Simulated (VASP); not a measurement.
# Ti3Al (P-6m2) in VASP: further runs

Runs on Ti3Al. Level: PBEsol. Tasks: single point.

Program: VASP 6.6.1. These are calculated values, not measurements. Logs are shortened: lines on timing, memory, paths and dates and some standing lists are left out, and cuts for length are marked.

### 1 The cell of the first run

It takes space group P-6m2 (No. 187, hexagonal). Conventional cell: a = 2.992 Å, b = 2.992 Å, c = 7.872 Å, α = 90.00°, β = 90.00°, γ = 120.00°. Ti (site symmetry -6m2) has 12 Ti at 2.61 to 2.99 Å within 3.4 Å. Within 3.4 Å of Ti (site symmetry 3m) lie 9 Ti at 2.61 to 2.99 Å and 3 Al at 2.63 Å. Within 3.5 Å of Al (site symmetry -6m2) lie 6 Ti at 2.63 Å and 6 Al at 2.99 Å.

### 2 Single point, PBEsol (15.26 Å³/atom)

INCAR

```
PREC = Accurate
ENCUT = 520
EDIFF = 1E-6
ISMEAR = 0
SIGMA = 0.15
LREAL = False
LASPH = True
NELM = 100
ALGO = Fast
ISIF = 2
LWAVE = False
LCHARG = False
GGA = PS
NBANDS = 28
```

KPOINTS

```
Automatic mesh
0
Gamma
  18 18 6
```

POSCAR

```
Ti3Al
1.0
    2.9921797656      0.0000000000      0.0000000000
   -1.4960898828      2.5913036897      0.0000000000
    0.0000000000      0.0000000000      7.8724249632
Ti Al
3 1
Direct
    0.6666666667      0.3333333333      0.0000000000
    0.3333333333      0.6666666667      0.7511732072
    0.3333333333      0.6666666667      0.2488267928
    0.6666666667      0.3333333333      0.5000000000
```

Potentials or basis: VASP PAW PBE potentials, release 64 (Ti_sv, Al).

Run with:

```bash
> cat potpaw_PBE.64/Ti_sv/POTCAR potpaw_PBE.64/Al/POTCAR > POTCAR
> mpirun -np 1 vasp_std > vasp.out
```

OUTCAR:

```text
PREC = Accurate
   ENCUT = 520
   EDIFF = 1E-6
   ISMEAR = 0
   LREAL = False
   LASPH = True
   NELM = 100
   ISIF = 2
   GGA = PS

 ion  position               nearest neighbor table
   1  0.667  0.333  0.000-   2 2.61   3 2.61   2 2.61   3 2.61   2 2.61   3 2.61
   2  0.333  0.667  0.751-   1 2.61   1 2.61   1 2.61   4 2.63   4 2.63   4 2.63
   3  0.333  0.667  0.249-   1 2.61   1 2.61   1 2.61   4 2.63   4 2.63   4 2.63
   4  0.667  0.333  0.500-   2 2.63   3 2.63   2 2.63   3 2.63   2 2.63   3 2.63

  LATTYP: Found a hexagonal cell.
 ALAT       =     2.9921797656
 C/A-ratio  =     2.6310000000

  Lattice vectors:

 A1 = (   2.9921797656,   0.0000000000,   0.0000000000)
 A2 = (  -1.4960898828,   2.5913036897,   0.0000000000)
 A3 = (   0.0000000000,   0.0000000000,   7.8724249632)

Analysis of symmetry for initial positions (statically):
=====================================================================
 Subroutine PRICEL returns:
 Original cell was already a primitive cell.

 Routine SETGRP: Setting up the symmetry group for a
 hexagonal supercell.

 Subroutine GETGRP returns: Found 12 space group operations
 (whereof 12 operations were pure point group operations)
 out of a pool of 24 trial point group operations.

The static configuration has the point symmetry D_3h.

Analysis of symmetry for dynamics (positions and initial velocities):
=====================================================================
 Subroutine PRICEL returns:
 Original cell was already a primitive cell.

 Routine SETGRP: Setting up the symmetry group for a
 hexagonal supercell.

 Subroutine GETGRP returns: Found 12 space group operations
 (whereof 12 operations were pure point group operations)
 out of a pool of 24 trial point group operations.

The dynamic configuration has the point symmetry D_3h.

 Subroutine INISYM returns: Found 12 space group operations
 (whereof 12 operations are pure point group operations),
 and found     1 'primitive' translations

----------------------------------------------------------------------------------------

                                     Primitive cell

  volume of cell :      61.0400

  direct lattice vectors                    reciprocal lattice vectors
     2.992179766  0.000000000  0.000000000     0.334204519  0.192953069  0.000000000
    -1.496089883  2.591303690  0.000000000     0.000000000  0.385906138  0.000000000
     0.000000000  0.000000000  7.872424963     0.000000000  0.000000000  0.127025663

  length of vectors
     2.992179766  2.992179766  7.872424963     0.385906138  0.385906138  0.127025663

  position of ions in fractional coordinates (direct lattice)
     0.666666667  0.333333333  0.000000000
     0.333333333  0.666666667  0.751173207
     0.333333333  0.666666667  0.248826793
     0.666666667  0.333333333  0.500000000

  ion indices of the primitive-cell ions
   primitive index   ion index
                 1           1
                 2           2
                 3           3
                 4           4

----------------------------------------------------------------------------------------

 KPOINTS: Automatic mesh

Automatic generation of k-mesh.
 Grid dimensions read from file:
 generate k-points for:   18   18    6

 Generating k-lattice:

  Cartesian coordinates                     Fractional coordinates (reciprocal lattice)
     0.018566918  0.010719615  0.000000000     0.055555556 -0.000000000  0.000000000
     0.000000000  0.021439230  0.000000000     0.000000000  0.055555556  0.000000000
     0.000000000  0.000000000  0.021170944     0.000000000  0.000000000  0.166666667

  Length of vectors
     0.021439230  0.021439230  0.021170944

  Shift w.r.t. Gamma in fractional coordinates (k-lattice)
     0.000000000  0.000000000  0.000000000

 Subroutine IBZKPT returns following result:
 ===========================================

 Found    148 irreducible k-points:

 Following reciprocal coordinates:
            Coordinates               Weight
  0.000000  0.000000  0.000000      1.000000
  0.055556  0.000000  0.000000      6.000000
  0.111111  0.000000  0.000000      6.000000
  0.166667  0.000000  0.000000      6.000000
  0.222222  0.000000  0.000000      6.000000
  0.277778  0.000000  0.000000      6.000000
[... 16 lines left out ...]
  0.333333  0.111111  0.000000     12.000000
  0.388889  0.111111  0.000000     12.000000
 [... further k-points ...]
   k-points           NKPTS =    148   k-points in BZ     NKDIM =    148   number of bands    NBANDS=     28
   number of dos      NEDOS =    301   number of ions     NIONS =      4
   total plane-waves  NPLWV =  34560
   dimension x,y,z NGX =    24 NGY =   24 NGZ =   60
   dimension x,y,z NGXF=    48 NGYF=   48 NGZF=  120
   ions per type =               3   1
   NGX,Y,Z   is equivalent  to a cutoff of  13.33, 13.33, 12.67 a.u.
   NGXF,Y,Z  is equivalent  to a cutoff of  26.67, 26.67, 25.34 a.u.
 SYSTEM =  unknown system
   PREC   = accura    normal or accurate (medium, high low for compatibility)
   ISTART =      0    job   : 0-new  1-cont  2-samecut
   ICHARG =      2    charge: 1-file 2-atom 10-const
   ISPIN  =      1    spin polarized calculation?
   LNONCOLLINEAR =      F non collinear calculations
   LSORBIT =      F    spin-orbit coupling
   LASPH  =      T    aspherical Exc in radial PAW
   ENCUT  =  520.0 eV  38.22 Ry    6.18 a.u.   5.56  5.56 14.64*2*pi/ulx,y,z
   NELM   =    100;   NELMIN=  2; NELMDL= -5     # of ELM steps
   EDIFF  = 0.1E-05   stopping-criterion for ELM
   LREAL  =      F    real-space projection
   EDIFFG = 0.1E-04   stopping-criterion for IOM
   NSW    =      0    number of steps for IOM
   IBRION =     -1    ionic relax: 0-MD 1-quasi-New 2-CG
   NFREE  =      0    steps in history (QN), initial steepest desc. (CG)
   ISIF   =      2    stress and relaxation
   ISYM   =      2    0-nonsym 1-usesym 2-fastsym
   POTIM  = 0.5000    time-step for ionic-motion
   TEBEG  =    0.0;   TEEND  =   0.0 temperature during run
   PSTRESS=    0.0 pullay stress
   NELECT =      39.0000    total number of electrons
   NUPDOWN=      -1.0000    fix difference up-down
   EMIN   =  10.00;   EMAX   =-10.00  energy-range for DOS
   EFERMI =   0.00;   METHOD = LEGACY
   ISMEAR =     0;   SIGMA  =   0.15  broadening in eV -4-tet -1-fermi 0-gaus
   EFERMI_NEDOS =   21; number of points for ismear=-14 and -15
   IALGO  =     68    algorithm
   IMIX   =      4    mixing-type and parameters
     AMIX     =   0.40;   BMIX     =  1.00
     AMIX_MAG =   1.60;   BMIX_MAG =  1.00
  volume/ion in A,a.u.               =      15.26       102.98
  Fermi-wavevector in a.u.,A,eV,Ry     =   1.410019  2.664549 27.050458  1.988153
  Thomas-Fermi vector in A             =   2.532015
   LORBIT       =      0    0 simple, 1 ext, 2 COOP (PROOUT), +10 PAW based schemes
   GGA     = PS    functional components
   LHFCALC =     F    Hartree Fock is set to
   AEXX    =    0.0000 exact exchange contribution
   IVDW    =     0    specifies the selected vdW correction
   LEPSILON=     F    determine dielectric tensor
   LRPA    =     F    only Hartree local field effects (RPA)
 non-spin polarized calculation
 RMM-DIIS sequential band-by-band and
 Gauss-broadening in eV      SIGMA  =   0.15
  energy-cutoff  :      520.00
  volume of cell :       61.04
 maximum number of plane-waves:      1685
 NGX is ok and might be reduce to    24
   NGX = 11   NGY = 11   NGZ = 29

 number of electron      39.0000003 magnetization

 Free energy of the ion-electron system (eV)
  ---------------------------------------------------
  ext. energy  EPLUGINS =         0.00000000
  ---------------------------------------------------
  free energy    TOTEN  =       -28.71634435 eV

  energy without entropy =      -28.67488730  energy(sigma->0) =      -28.69561582

 E-fermi :   9.0313     XC(G=0): -11.8278

 val. band max:        9.0302544696   @ k =   0.2778   0.0556   0.0000
 cond. band min:       9.0318690870   @ k =   0.3333   0.3333   0.5000
 fundamental gap:      0.0016146174
 Fermi energy:         9.0313476220

 k-point     1 :       0.0000    0.0000    0.0000
  band No.  band energies     occupation
      1     -47.2747      2.00000
      2     -47.1098      2.00000
      3     -46.9800      2.00000
      4     -24.1037      2.00000
      5     -23.6176      2.00000
      6     -23.3706      2.00000
[... 20 lines left out ...]
     27      11.4647      0.00000
     28      12.0640      0.00000

 k-point     2 :       0.0556    0.0000    0.0000
  band No.  band energies     occupation
      1     -47.2709      2.00000
      2     -47.1079      2.00000
      3     -46.9802      2.00000
      4     -24.0979      2.00000
      5     -23.6288      2.00000
      6     -23.3762      2.00000
[... 20 lines left out ...]
     27      11.3820      0.00000
     28      12.0531      0.00000

 k-point     3 :       0.1111    0.0000    0.0000
  band No.  band energies     occupation
      1     -47.2599      2.00000
      2     -47.1026      2.00000
      3     -46.9807      2.00000
      4     -24.0814      2.00000
      5     -23.6612      2.00000
      6     -23.3921      2.00000
[... 20 lines left out ...]
     27      11.3040      0.00000
     28      12.0210      0.00000

 k-point     4 :       0.1667    0.0000    0.0000
  band No.  band energies     occupation
      1     -47.2426      2.00000
      2     -47.0945      2.00000
      3     -46.9821      2.00000
      4     -24.0567      2.00000
      5     -23.7112      2.00000
      6     -23.4157      2.00000
[... 578 lines left out ...]
     27      12.0733      0.00000
     28      12.3980      0.00000

 k-point    23 :       0.3333    0.1111    0.0000
  band No.  band energies     occupation
      1     -47.1370      2.00000
      2     -47.0533      2.00000
      3     -47.0070      2.00000
      4     -23.9751      2.00000
      5     -23.9434      2.00000
      6     -23.6315      2.00000
[... 20 lines left out ...]
     27      12.2629      0.00000
     28      12.6660      0.00000

 k-point    24 :       0.3889    0.1111    0.0000
  band No.  band energies     occupation
      1     -47.1186      2.00000
      2     -47.0482      2.00000
      3     -47.0155      2.00000
      4     -23.9770      2.00000
      5     -23.9730      2.00000
      6     -23.6524      2.00000
[... 20 lines left out ...]
     27      12.3979      0.00000
     28      12.8545      0.00000

 [... further k-points ...]

------------------------ aborting loop because EDIFF is reached ----------------------------------------

  FORCE on cell =-STRESS in cart. coord.  units (eV):
  Direction    XX          YY          ZZ          XY          YZ          ZX
  --------------------------------------------------------------------------------------
  -------------------------------------------------------------------------------------
  Total        1.9128184      1.9128184     12.0332679      0.0000000     -0.0000000     -0.0000000
  in kB       50.2076388     50.2076388    315.8491003      0.0000000     -0.0000000     -0.0000000
  external PRESSURE =     138.7547927 kB  Pullay stress =       0.0000000 kB

 VOLUME and BASIS-vectors are now :
 -----------------------------------------------------------------------------
  energy-cutoff  :      520.00
  volume of cell :       61.04
      direct lattice vectors                 reciprocal lattice vectors
     2.992179766  0.000000000  0.000000000     0.334204519  0.192953069  0.000000000
    -1.496089883  2.591303690  0.000000000     0.000000000  0.385906138  0.000000000
     0.000000000  0.000000000  7.872424963     0.000000000  0.000000000  0.127025663

 POSITION                                       TOTAL-FORCE (eV/Angst)
 -----------------------------------------------------------------------------------
      1.49609      0.86377      0.00000        -0.000000      0.000000      0.000000
     -0.00000      1.72754      5.91355         0.000000     -0.000000      0.064956
     -0.00000      1.72754      1.95887         0.000000      0.000000     -0.064956
      1.49609      0.86377      3.93621         0.000000     -0.000000      0.000000
 -----------------------------------------------------------------------------------
    total drift:                                0.000000     -0.000000      0.000000

  FREE ENERGIE OF THE ION-ELECTRON SYSTEM (eV)
  ---------------------------------------------------
  free  energy   TOTEN  =       -28.7163443454 eV

  energy  without entropy=      -28.6748873034  energy(sigma->0) =      -28.69561582
```

Run time: 5.4 min. Hardware: 1 thread of Intel Xeon 6975P-C (Granite Rapids), shared host; peak memory 0.33 GiB.

What came out:

- Free energy: -28.7163 eV
- Pressure: 13.9 GPa
- Largest force: 0.065 eV/Å
- Band gap on the k mesh: zero (an odd number of electrons rules out a gap without spin polarisation)

Forces in eV/Å, atoms in the order of the input:
```
Ti   0.000  0.000  0.000
Ti   0.000  0.000  0.065
Ti   0.000  0.000 -0.065
Al   0.000  0.000  0.000
```

Levels at points of the mesh, in eV from the Fermi level:
```
           k point  band 17  band 18  band 19  band 20  band 21  band 22  band 23  band 24
(0.00, 0.00, 0.00)     0.32     0.32     0.37     0.37     0.62     1.21     1.21     1.90
(0.50, 0.00, 0.00)    -1.59    -0.85    -0.50    -0.08     0.24     1.27     1.52     1.80
(0.00, 0.00, 0.50)     0.20     0.34     0.34     0.35     0.35     1.26     1.26     1.78
(0.50, 0.00, 0.50)    -1.39    -1.15    -0.71    -0.22     0.13     1.63     1.82     1.91
```

Caveat: the cell stands under pressure; the PAW data sets were made with another functional, which shifts forces and pressure a little.

### 3 Single point, PBEsol (15.26 Å³/atom)

INCAR

```
SYSTEM = Ti3Al
  PREC = Accurate
  ENCUT = 520
  EDIFF = 1E-6
  ISMEAR = 0
  SIGMA = 0.15
  LREAL = .FALSE.
  LASPH = .TRUE.
  NELM = 60
  ALGO = Fast
  ISIF = 2
  LWAVE = .FALSE.
  LCHARG = .FALSE.
  GGA = PS
  NBANDS = 28
```

KPOINTS

```
regular mesh
0
G
  18 18 6
  0 0 0
```

POSCAR

```
Ti3Al
1.0
    2.7596999192      0.0000000000      0.0000000000
   -1.3798499596      2.3899702368      0.0000000000
    0.0000000000      0.0000000000      9.2546536790
Ti Al
3 1
Direct
    0.6666666667      0.3333333333      0.0000000000
    0.3333333333      0.6666666667      0.7511732072
    0.3333333333      0.6666666667      0.2488267928
    0.6666666667      0.3333333333      0.5000000000
```

Potentials or basis: VASP PAW PBE potentials, release 64 (Ti_sv, Al).

Run with:

```bash
> cat potpaw_PBE.64/Ti_sv/POTCAR potpaw_PBE.64/Al/POTCAR > POTCAR
> mpirun -np 1 vasp_std > vasp.out
```

Run time: 6.3 min. Hardware: 1 thread of Intel Xeon 6975P-C (Granite Rapids), shared host; peak memory 0.34 GiB.

It converged, with:

```
Free energy            : -29.4088 eV
Pressure               : 10.5 GPa
Largest force          : 0.250 eV/Å
Band gap on the k mesh : zero (an odd number of electrons rules out a gap without spin polarisation)
```

Forces on the atoms (eV/Å):
```
Ti   0.000  0.000  0.000
Ti   0.000  0.000 -0.250
Ti   0.000  0.000  0.250
Al   0.000  0.000  0.000
```

Stress tensor (GPa, compression positive):
```
13.46  0.00  0.00
 0.00 13.46  0.00
 0.00  0.00  4.48
```

Levels at points of the mesh, in eV from the Fermi level:
```
           k point  band 17  band 18  band 19  band 20  band 21  band 22  band 23  band 24
(0.00, 0.00, 0.00)    -1.26     0.26     0.43     1.02     1.02     1.12     1.12     1.39
(0.50, 0.00, 0.00)    -1.72    -1.60    -0.79    -0.34     1.21     1.27     1.29     2.18
(0.00, 0.00, 0.50)    -1.48     0.22     0.45     1.02     1.02     1.12     1.12     1.39
(0.50, 0.00, 0.50)    -1.76    -1.45    -1.23     0.30     0.85     1.04     1.24     2.27
```

Caveat: the cell stands under pressure; the PAW data sets were made with another functional, which shifts forces and pressure a little.

[end of part 1 of 2]
